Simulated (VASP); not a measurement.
HfN, 2 atoms in the cell. Symmetry: Fm-3m, No. 225, cubic system. Conventional cell: a = 4.512 Å, b = 4.512 Å, c = 4.512 Å, α = 90.00°, β = 90.00°, γ = 90.00°. Hf (site symmetry m-3m) has 6 N at 2.26 Å within 3.0 Å. N (site symmetry m-3m) has 6 Hf at 2.26 Å within 3.0 Å. 

* Program: VASP 6.6.1
* Task: single point
* Functional: r2SCAN
* Potentials or basis: VASP PAW PBE potentials, release 64 (Hf_pv, N)
* Cutoff: 660 eV
* k mesh: 3 × 3 × 3
* Occupations: methfessel-paxton, width 0.1 eV
* Spin: no spin polarisation
* Dipole correction: no
* Further INCAR settings: ALGO = Normal; EDIFF = 1e-06; NBANDS = 14

Potentials or basis: VASP PAW PBE potentials, release 64 (Hf_pv, N).

Run with:

```sh
$ cat potpaw_PBE.64/Hf_pv/POTCAR potpaw_PBE.64/N/POTCAR > POTCAR
$ cp INCAR.step1 INCAR
$ mpirun -np 1 vasp_std > vasp.out
$ cp INCAR.step2 INCAR
$ mpirun -np 1 vasp_std > vasp.out
```

Hardware: 1 thread of AMD EPYC 9R45 (Zen 5), with other jobs on the host.

Question: How long does it take, and how much memory?

Answer: Run time: 20 s on 1 thread of AMD EPYC 9R45 (Zen 5) (shared host), peak memory 0.13 GiB. Counts: k points 4.
